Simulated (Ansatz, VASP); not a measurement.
**One calculation of CdSnAu2Se4, two programs**

```
Sn Au Se Cd
1.0
     0.00000    5.94203    0.00000
     5.94203    0.00000    0.00000
     2.97101    2.97101   -5.71301
Sn Au Se Cd
1 2 4 1
Direct
  0.50000 0.50000 0.00000
  0.25000 0.75000 0.50000
  0.75000 0.25000 0.50000
  0.40420 0.40420 0.73260
  0.59580 0.13680 0.26740
  0.86320 0.86320 0.73260
  0.13680 0.59580 0.26740
  0.00000 0.00000 0.00000
```

Alike in both runs: task single point; functional PBE; k mesh 4 × 4 × 4; no spin polarisation.

|  | VASP | Ansatz |
| --- | --- | --- |
| version | VASP 6.6.1 | Ansatz 0.2.0 |
| potentials or method | VASP PAW PBE potentials, release 64 (Sn_d, Au, Se, Cd), cutoff 520 eV | PAW plane waves |
| occupations | methfessel-paxton of order 1, width 0.05 eV | cold, width 0.05 eV |
| valence electrons in the cell | 72 | 136 |

VASP gave:

```
gap on the k mesh at the Fermi level (eV)                     : none
pressure (GPa)                                                : 10.0
traceless stress, the component that is largest in VASP (GPa) : -0.09
rms of the force components (eV/Å)                            : 0.533
```

Problem. Which values does Ansatz return?

Solution. gap on the k mesh at the Fermi level (eV): none; pressure (GPa): 10.0; traceless stress, the component that is largest in VASP (GPa): -0.09; rms of the force components (eV/Å): 0.538.

Atom by atom the forces differ by 0.008 eV/Å (rms over components). A gap of «none» marks a metal or a gap that the smearing closes. VASP's potentials hold 72 valence electrons a cell and Ansatz's 136, so a difference there can come from the potentials and not from the codes.

Neither program's run includes spin-orbit coupling.
